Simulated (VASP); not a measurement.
# BAs (F-43m) in VASP: settings compared

The runs below take BAs through single point, relaxation of cell and atoms, with PBE, LDA.

Everything below comes from runs of VASP 6.6.1. Logs are shortened: lines on timing, memory, paths and dates and some standing lists are left out, and cuts for length are marked.

**1. The cell of the first run**

Symmetry: F-43m, No. 216, cubic system. Conventional cell: a = 4.784 Å, b = 4.784 Å, c = 4.784 Å, α = 90.00°, β = 90.00°, γ = 90.00°. Within 2.7 Å of B (site symmetry -43m) lie 4 As at 2.07 Å. As (site symmetry -43m) has 4 B at 2.07 Å within 2.7 Å.

**2. Single point, PBE, non-collinear spin, zero start, spin-orbit coupling**

INCAR reads:

```
PREC = Accurate ; ENCUT = 520
EDIFF = 1E-7 ; ISMEAR = -1
SIGMA = 0.02 ; LREAL = F
LASPH = T ; NELM = 150
ALGO = Normal ; ISIF = 2
LWAVE = F ; LCHARG = F
LNONCOLLINEAR = T ; MAGMOM = 0 0 0 0 0 0
LORBIT = 11 ; LSORBIT = T
GGA_COMPAT = F ; LORBMOM = T
GGA = PE ; NBANDS = 20
```

KPOINTS reads:

```
regular mesh
0
Gamma
  10 10 10
```

POSCAR reads:

```
BAs
1.0
    0.0000000000      2.3918698983      2.3918698983
    2.3918698983      0.0000000000      2.3918698983
    2.3918698983      2.3918698983      0.0000000000
B As
1 1
Direct
    0.0000000000      0.0000000000      0.0000000000
    0.2500000000      0.2500000000      0.2500000000
```

Potentials or basis: VASP PAW PBE potentials, release 64 (B, As).

On the command line:

```bash
$ cat potpaw_PBE.64/B/POTCAR potpaw_PBE.64/As/POTCAR > POTCAR
$ mpirun -np 1 vasp_ncl > vasp.out
```

OUTCAR:

```text
PREC = Accurate
   ENCUT = 520
   EDIFF = 1E-7
   ISMEAR = -1
   LREAL = F
   LASPH = T
   NELM = 150
   ISIF = 2
   LNONCOLLINEAR = T
   LORBIT = 11
   LSORBIT = T
   GGA = PE

 ion  position               nearest neighbor table
   1  0.000  0.000  0.000-   2 2.07   2 2.07   2 2.07   2 2.07
   2  0.250  0.250  0.250-   1 2.07   1 2.07   1 2.07   1 2.07

  LATTYP: Found a face centered cubic cell.
 ALAT       =     4.7837397966

  Lattice vectors:

 A1 = (   0.0000000000,   2.3918698983,   2.3918698983)
 A2 = (   2.3918698983,   0.0000000000,   2.3918698983)
 A3 = (   2.3918698983,   2.3918698983,   0.0000000000)

Analysis of symmetry for initial positions (statically):
=====================================================================
 Subroutine PRICEL returns:
 Original cell was already a primitive cell.

 Routine SETGRP: Setting up the symmetry group for a
 face centered cubic supercell.

 Subroutine GETGRP returns: Found 24 space group operations
 (whereof 24 operations were pure point group operations)
 out of a pool of 48 trial point group operations.

The static configuration has the point symmetry T_d .

Analysis of symmetry for dynamics (positions and initial velocities):
=====================================================================
 Subroutine PRICEL returns:
 Original cell was already a primitive cell.

 Routine SETGRP: Setting up the symmetry group for a
 face centered cubic supercell.

 Subroutine GETGRP returns: Found 24 space group operations
 (whereof 24 operations were pure point group operations)
 out of a pool of 48 trial point group operations.

The dynamic configuration has the point symmetry T_d .

Analysis of structural, dynamic, and magnetic symmetry:
=====================================================================
 Subroutine PRICEL returns:
 Original cell was already a primitive cell.

 Routine SETGRP: Setting up the symmetry group for a
 face centered cubic supercell.

 Subroutine GETGRP returns: Found 24 space group operations
 (whereof 24 operations were pure point group operations)
 out of a pool of 48 trial point group operations.

The overall configuration has the point symmetry T_d .

 Subroutine INISYM returns: Found 24 space group operations
 (whereof 24 operations are pure point group operations),
 and found     1 'primitive' translations

----------------------------------------------------------------------------------------

                                     Primitive cell

  volume of cell :      27.3680

  direct lattice vectors                    reciprocal lattice vectors
     0.000000000  2.391869898  2.391869898    -0.209041470  0.209041470  0.209041470
     2.391869898  0.000000000  2.391869898     0.209041470 -0.209041470  0.209041470
     2.391869898  2.391869898  0.000000000     0.209041470  0.209041470 -0.209041470

  length of vectors
     3.382614850  3.382614850  3.382614850     0.362070447  0.362070447  0.362070447

  position of ions in fractional coordinates (direct lattice)
     0.000000000  0.000000000  0.000000000
     0.250000000  0.250000000  0.250000000

  ion indices of the primitive-cell ions
   primitive index   ion index
                 1           1
                 2           2

----------------------------------------------------------------------------------------

 KPOINTS: regular mesh

Automatic generation of k-mesh.
 Grid dimensions read from file:
 generate k-points for:   10   10   10

 Generating k-lattice:

  Cartesian coordinates                     Fractional coordinates (reciprocal lattice)
    -0.020904147  0.020904147  0.020904147     0.100000000  0.000000000  0.000000000
     0.020904147 -0.020904147  0.020904147     0.000000000  0.100000000  0.000000000
[... 98 lines left out ...]

 number of electron       8.0000000 magnetization      -0.0000000     -0.0000000      0.0000000

 number of electron       8.0000000 magnetization       0.0000000      0.0000000     -0.0000000

 Free energy of the ion-electron system (eV)
  ---------------------------------------------------
  ext. energy  EPLUGINS =         0.00000000
  ---------------------------------------------------
  free energy    TOTEN  =       -11.41924252 eV

  energy without entropy =      -11.41924252  energy(sigma->0) =      -11.41924252

 E-fermi :   6.5154     XC(G=0): -10.5658

 val. band max:        6.1436732881   @ k =   0.0000   0.0000   0.0000
 cond. band min:       7.2594681683   @ k =   0.4000   0.4000   0.0000
 fundamental gap:      1.1157948803
 Fermi energy:         6.5154425091

 k-point     1 :       0.0000    0.0000    0.0000
  band No.  band energies     occupation
      1      -9.2824      1.00000
      2      -9.2824      1.00000
      3       5.9392      1.00000
      4       5.9392      1.00000
      5       6.1437      1.00000
      6       6.1437      1.00000
[... 541 lines left out ...]
     19      17.7471      0.00000
     20      17.7639      0.00000

 [... further k-points ...]

------------------------ aborting loop because EDIFF is reached ----------------------------------------

  FORCE on cell =-STRESS in cart. coord.  units (eV):
  Direction    XX          YY          ZZ          XY          YZ          ZX
  --------------------------------------------------------------------------------------
  -------------------------------------------------------------------------------------
  Total        0.4815117      0.4815117      0.4815117      0.0000000      0.0000000     -0.0000000
  in kB       28.1886800     28.1886800     28.1886800      0.0000000      0.0000000     -0.0000000
  external PRESSURE =      28.1886800 kB  Pullay stress =       0.0000000 kB

 VOLUME and BASIS-vectors are now :
 -----------------------------------------------------------------------------
  energy-cutoff  :      520.00
  volume of cell :       27.37
      direct lattice vectors                 reciprocal lattice vectors
     0.000000000  2.391869898  2.391869898    -0.209041470  0.209041470  0.209041470
     2.391869898  0.000000000  2.391869898     0.209041470 -0.209041470  0.209041470
     2.391869898  2.391869898  0.000000000     0.209041470  0.209041470 -0.209041470

 POSITION                                       TOTAL-FORCE (eV/Angst)
 -----------------------------------------------------------------------------------
      0.00000      0.00000      0.00000         0.000000      0.000000      0.000000
      1.19593      1.19593      1.19593        -0.000000     -0.000000     -0.000000
 -----------------------------------------------------------------------------------
    total drift:                               -0.000000     -0.000000     -0.000000

  FREE ENERGIE OF THE ION-ELECTRON SYSTEM (eV)
  ---------------------------------------------------
  free  energy   TOTEN  =       -11.4192425166 eV

  energy  without entropy=      -11.4192425166  energy(sigma->0) =      -11.41924252

 orbital moment (x)

 # of ion     p       d       tot
 ----------------------------------------
  1        -0.000   0.000  -0.000
  2        -0.000   0.000   0.000
 ----------------------------------------
           -0.000   0.000  -0.000

 orbital moment (y)

 # of ion     p       d       tot
 ----------------------------------------
  1         0.000   0.000   0.000
  2         0.000  -0.000  -0.000
 ----------------------------------------
            0.000  -0.000   0.000

 orbital moment (z)

 # of ion     p       d       tot
 ----------------------------------------
  1         0.000   0.000   0.000
  2         0.000   0.000   0.000
 ----------------------------------------
            0.000   0.000   0.000

 Spin-Orbit-Coupling matrix elements

 Ion:    1  E_soc:     -0.0000100
 l=   1
     0.0000000    -0.0000017    -0.0000017
    -0.0000017     0.0000000    -0.0000017
    -0.0000017    -0.0000017     0.0000000
 l=   2
     0.0000000     0.0000000     0.0000000     0.0000000     0.0000000
     0.0000000     0.0000000     0.0000000     0.0000000     0.0000000
     0.0000000     0.0000000     0.0000000     0.0000000     0.0000000
     0.0000000     0.0000000     0.0000000     0.0000000     0.0000000
     0.0000000     0.0000000     0.0000000     0.0000000     0.0000000
 l=   3
     0.0000000     0.0000000     0.0000000     0.0000000     0.0000000     0.0000000     0.0000000
     0.0000000     0.0000000     0.0000000     0.0000000     0.0000000     0.0000000     0.0000000
     0.0000000     0.0000000     0.0000000     0.0000000     0.0000000     0.0000000     0.0000000
     0.0000000     0.0000000     0.0000000     0.0000000     0.0000000     0.0000000     0.0000000
     0.0000000     0.0000000     0.0000000     0.0000000     0.0000000     0.0000000     0.0000000
     0.0000000     0.0000000     0.0000000     0.0000000     0.0000000     0.0000000     0.0000000
     0.0000000     0.0000000     0.0000000     0.0000000     0.0000000     0.0000000     0.0000000

 Ion:    2  E_soc:     -0.0212522
 l=   1
     0.0000000    -0.0035164    -0.0035164
    -0.0035164     0.0000000    -0.0035164
    -0.0035164    -0.0035164     0.0000000
 l=   2
     0.0000000    -0.0000130     0.0000000    -0.0000130    -0.0000127
    -0.0000130     0.0000000    -0.0000095    -0.0000130    -0.0000032
     0.0000000    -0.0000095     0.0000000    -0.0000095     0.0000000
    -0.0000130    -0.0000130    -0.0000095     0.0000000    -0.0000032
    -0.0000127    -0.0000032     0.0000000    -0.0000032     0.0000000
 l=   3
     0.0000000     0.0000000     0.0000000     0.0000000     0.0000000     0.0000000     0.0000000
     0.0000000     0.0000000     0.0000000     0.0000000     0.0000000     0.0000000     0.0000000
     0.0000000     0.0000000     0.0000000     0.0000000     0.0000000     0.0000000     0.0000000
     0.0000000     0.0000000     0.0000000     0.0000000     0.0000000     0.0000000     0.0000000
     0.0000000     0.0000000     0.0000000     0.0000000     0.0000000     0.0000000     0.0000000
     0.0000000     0.0000000     0.0000000     0.0000000     0.0000000     0.0000000     0.0000000
     0.0000000     0.0000000     0.0000000     0.0000000     0.0000000     0.0000000     0.0000000

 total charge

# of ion       s       p       d       tot
------------------------------------------
    1        0.659   1.175   0.000   1.835
    2        1.173   1.659   0.088   2.919
--------------------------------------------------
tot          1.832   2.835   0.088   4.754

 magnetization (x)

# of ion       s       p       d       tot
------------------------------------------
    1       -0.000   0.000   0.000  -0.000
    2        0.000   0.000  -0.000   0.000
--------------------------------------------------
tot         -0.000   0.000  -0.000  -0.000

 magnetization (y)

# of ion       s       p       d       tot
------------------------------------------
    1       -0.000   0.000   0.000  -0.000
    2        0.000  -0.000   0.000  -0.000
--------------------------------------------------
tot         -0.000  -0.000   0.000  -0.000

 magnetization (z)

# of ion       s       p       d       tot
------------------------------------------
    1       -0.000  -0.000   0.000  -0.000
    2       -0.000  -0.000  -0.000  -0.000
--------------------------------------------------
tot         -0.000  -0.000  -0.000  -0.000
```

Wall time 48 s (1 thread of AMD EPYC 9R45 (Zen 5), shared host); peak memory 0.25 GiB.

Results:

| Item | Value |
| --- | --- |
| Free energy | -11.4192 eV |
| Pressure | 2.8 GPa |
| Net moment | 0.00 μB per cell |
| Valence electrons inside the program's atomic spheres | B 1.83; As 2.92 |

Moments on the atoms (μB; x, y, z):
```
B   0.00 0.00 0.00
As  0.00 0.00 0.00
```

[end of part 1 of 2]
